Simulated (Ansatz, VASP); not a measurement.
## Two plane-wave programs on Ge

Contents of INCAR:

```
PREC     = Accurate       # precision mode
ENCUT    = 520            # plane-wave cutoff, eV
EDIFF    = 1E-6           # SCF threshold, eV
ISMEAR   = 0              # smearing method
SIGMA    = 0.15           # smearing width, eV
LREAL    = F              # projectors in reciprocal space
LASPH    = T              # aspherical terms in the spheres
NELM     = 60             # most SCF steps
ALGO     = Fast           # electronic algorithm
ISIF     = 2              # what is computed and relaxed
LWAVE    = F              # write WAVECAR
LCHARG   = T              # write CHGCAR
GGA      = PS             # functional
LVHAR    = T            
NBANDS   = 66             # bands
KPAR     = 4
```

Contents of KPOINTS:

```
Automatic mesh
0
Gamma
  10 6 6
```

File POSCAR:

```
Ge
1.0
   -3.9969482473      0.0000000000      0.0000000000
    0.0000000000      0.0000000000     -6.5963325278
    0.0000000000     -6.9229174395      0.0000000000
Ge
8
Direct
    0.0825629905      0.9370884642      0.3452502745
    0.5825629905      0.9370884642      0.8452502745
    0.4174370095      0.4370884642      0.1547497255
    0.9174370095      0.4370884642      0.6547497255
   -0.0825629905      0.5629115358      0.3214163921
    0.4174370095      0.5629115358      0.8214163921
    0.5825629905      0.0629115358      0.1785836079
    1.0825629905      0.0629115358      0.6785836079
```

Input for Ansatz:

```yaml
crystal:
  lattice:
    - [-3.9969482473, 0.0, 0.0]
    - [0.0, 0.0, -6.5963325278]
    - [0.0, -6.9229174395, 0.0]
  atoms:
    - { symbol: Ge, position: [0.0825629905, 0.9370884642, 0.3452502745] }
    - { symbol: Ge, position: [0.5825629905, 0.9370884642, 0.8452502745] }
    - { symbol: Ge, position: [0.4174370095, 0.4370884642, 0.1547497255] }
    - { symbol: Ge, position: [0.9174370095, 0.4370884642, 0.6547497255] }
    - { symbol: Ge, position: [-0.0825629905, 0.5629115358, 0.3214163921] }
    - { symbol: Ge, position: [0.4174370095, 0.5629115358, 0.8214163921] }
    - { symbol: Ge, position: [0.5825629905, 0.0629115358, 0.1785836079] }
    - { symbol: Ge, position: [1.0825629905, 0.0629115358, 0.6785836079] }
basis:
  ecutwfc: 420
kpoints:
  mp_grid: { grid: [10, 6, 6] }
hamiltonian:
  xc: pbesol
  pseudopotentials: { kind: paw, azcp: { folder: soft_1 } }
scf:
  occupations: { method: gaussian, width: 0.15 }
output:
  forces: true
  stress: true
  eigenvalues: true
```

Change from the starting cell: mode 4 frozen in at -0.330 Å and mode 5 at -0.083 Å (largest displacements).

Alike in both runs: task single point; functional PBEsol; k mesh 10 × 6 × 6; occupations gaussian, width 0.15 eV; no spin polarisation.

|  | VASP | Ansatz |
| --- | --- | --- |
| version | VASP 6.6.1 | Ansatz 0.2.0 |
| potentials or method | VASP PAW PBE potentials, release 64 (Ge_d), cutoff 520 eV | scalar-relativistic, plane waves, PAW |
| valence electrons in the cell | 112 | 112 |

VASP gave:

| Property | Result |
| --- | --- |
| gap on the k mesh at the Fermi level (eV) | none |
| pressure (GPa) | -0.9 |
| traceless stress, the component that is largest in VASP (GPa) | -1.78 |
| rms of the force components (eV/Å) | 0.293 |

Question: Which values does Ansatz return?

Answer: gap on the k mesh at the Fermi level (eV): none; pressure (GPa): -0.8; traceless stress, the component that is largest in VASP (GPa): -1.80; rms of the force components (eV/Å): 0.294.

VASP's potentials were made for PBE, not for PBEsol, and Ansatz warns of the same on its side. Atom by atom the forces differ by 0.002 eV/Å (rms over components). A gap of «none» marks a metal or a gap that the smearing closes.
